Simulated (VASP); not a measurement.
Here is a VASP 6.6.1 calculation.

The input INCAR:

```
SYSTEM = W
PREC = Accurate
ENCUT = 520
EDIFF = 1E-6
ISMEAR = -1
SIGMA = 0.1
LREAL = .False.
LASPH = .True.
NELM = 60
ALGO = Normal
ISIF = 2
LWAVE = .False.
LCHARG = .True.
GGA = CA
LELF = .True.
LVHAR = .True.
NBANDS = 13
```

Contents of KPOINTS:

```
Automatic mesh
0
Gamma
  19 19 19
  0 0 0
```

POSCAR

```
W
1.0
   -1.5354396959      1.5354396959      1.5354396959
    1.5354396959     -1.5354396959      1.5354396959
    1.5354396959      1.5354396959     -1.5354396959
W
1
Direct
    0.0000000000      0.0000000000      0.0000000000
```

Potentials or basis: VASP PAW LDA potentials, release 64 (W_sv).

Launch:

```bash
$ cat potpaw_LDA.64/W_sv/POTCAR > POTCAR
$ mpirun -np 1 vasp_std > vasp.out
```

Task: What does it give for the band gap on the k mesh?

Result: Zero (band 7 reaches 18.14 eV, above the bottom of band 8 at 11.26 eV).

Task: Predict the pressure.

Result: 26.2 GPa.

Caveat: spin-orbit coupling is left out, which moves the levels of the heavy elements.
